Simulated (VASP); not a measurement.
Input of a VASP 6.6.1 run:

The input INCAR:

```
SYSTEM = NiO2
  PREC = Accurate
  ENCUT = 700
  EDIFF = 1E-6
  ISMEAR = 0
  SIGMA = 0.05
  LREAL = .FALSE.
  LASPH = .TRUE.
  NELM = 120
  ALGO = Normal
  ISIF = 2
  LWAVE = .FALSE.
  LCHARG = .FALSE.
  GGA = PS
  NBANDS = 22
  GGA_COMPAT = .FALSE.
```

The input KPOINTS:

```
Automatic mesh
0
G
  12 12 6
  0 0 0
```

POSCAR

```
NiO2
1.0
    2.8419904474      0.0000000000      0.0000000000
   -1.4209952237      2.4612359247      0.0000000000
    0.0000000000      0.0000000000      4.7717019612
Ni O
1 2
Direct
    0.0000000000      0.0000000000      0.5000000000
    0.6666666667      0.3333333333      0.6876599244
    0.3333333333      0.6666666667      0.3123400756
```

Potentials or basis: VASP PAW PBE potentials, release 64 (Ni_sv_GW, O).

Launch:

```sh
$ cat potpaw_PBE.64/Ni_sv_GW/POTCAR potpaw_PBE.64/O/POTCAR > POTCAR
$ mpirun -np 1 vasp_std > vasp.out
```

Task: Predict the largest force.

Result: 0.236 eV/Å.

Task: What does it give for the pressure?

Result: -3.4 GPa.

Task: Estimate the band gap on the k mesh.

Result: 0.94 eV (least direct gap 1.23 eV).

Forces on the atoms (eV/Å):
```
Ni   0.000  0.000  0.000
O    0.000  0.000  0.236
O    0.000  0.000 -0.236
```

Caveat: the stress differs along the axes, from -6 to 2 GPa; the PAW data sets were made with another functional, which shifts forces and pressure a little; the run has no spin polarisation, though such a crystal can be magnetic. A k mesh can miss the band edges.
